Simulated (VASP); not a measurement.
Input of a VASP 6.6.1 run:

The input INCAR:

```
SYSTEM = Al5GaP6
  ALGO = Normal
  EDIFF = 1E-6
  ENCUT = 520
  GGA = PE
  ISIF = 2
  ISMEAR = 0
  LASPH = .True.
  LCHARG = .False.
  LREAL = .False.
  LWAVE = .False.
  NBANDS = 41
  NELM = 80
  PREC = Accurate
  SIGMA = 0.02
```

The input KPOINTS:

```
k-points
0
Gamma
  12 12 2
  0 0 0
```

POSCAR

```
Al5GaP6
1.0
    3.8861607061     -0.0000000289      0.0000000000
   -1.9430803281      3.3655139091      0.0000000000
    0.0000000000      0.0000000000     19.1566043000
Al Ga P
5 1 6
Direct
    0.6666666667      0.3333333333      0.1662750000
    0.6666666667      0.3333333333      0.4999280000
    0.6666666667      0.3333333333      0.8331880000
    0.3333333333      0.6666666667      0.9997940000
    0.3333333333      0.6666666667      0.6665820000
    0.3333333333      0.6666666667      0.3335190000
    0.6666666667      0.3333333333      0.2911730000
    0.6666666667      0.3333333333      0.6248470000
    0.6666666667      0.3333333333      0.9580550000
    0.3333333333      0.6666666667      0.1246590000
    0.3333333333      0.6666666667      0.4585220000
    0.3333333333      0.6666666667      0.7914570000
```

Potentials or basis: VASP PAW PBE potentials, release 64 (Al, Ga_d, P).

Run with:

```sh
$ cat potpaw_PBE.64/Al/POTCAR potpaw_PBE.64/Ga_d/POTCAR potpaw_PBE.64/P/POTCAR > POTCAR
$ mpirun -np 1 vasp_std > vasp.out
```

(1) What does it give for the band gap on the k mesh?

(2) Predict the largest force.

(3) What does it give for the pressure?

## Answers

(1) 1.71 eV (least direct gap 1.90 eV).

(2) 0.007 eV/Å.

(3) -0.1 GPa.
